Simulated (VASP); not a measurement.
A run of VASP 6.6.1:

Contents of INCAR:

```
SYSTEM = Mg
PREC = Accurate
ENCUT = 520
EDIFF = 1E-8
ISMEAR = -1
SIGMA = 0.05
LREAL = .FALSE.
LASPH = .TRUE.
NELM = 100
ALGO = Normal
ISIF = 2
LWAVE = .FALSE.
LCHARG = .FALSE.
GGA = PE
LEFG = .TRUE.
NBANDS = 7
```

The input KPOINTS:

```
Automatic mesh
0
G
  16 16 16
  0 0 0
```

The input POSCAR:

```
Mg
1.0
   -1.4765000000      1.4765000000      1.4912650000
    1.4765000000     -1.4765000000      1.4912650000
    1.4765000000      1.4765000000     -1.4912650000
Mg
1
Direct
    0.0000000000      0.0000000000      0.0000000000
```

Potentials or basis: VASP PAW PBE potentials, release 64 (Mg).

Launch:

```sh
$ cat potpaw_PBE.64/Mg/POTCAR > POTCAR
$ mpirun -np 1 vasp_std > vasp.out
```

Hardware: 1 thread of Intel(R) Xeon(R) Platinum 8375C CPU @ 2.90GHz (Ice Lake), on a shared host.

Q: Estimate the wall time of this run.

A: Run time: 20 s on 1 thread of Intel(R) Xeon(R) Platinum 8375C CPU @ 2.90GHz (Ice Lake), on a shared host, peak memory 0.15 GiB. Counts: scf iterations 12, k points 349.
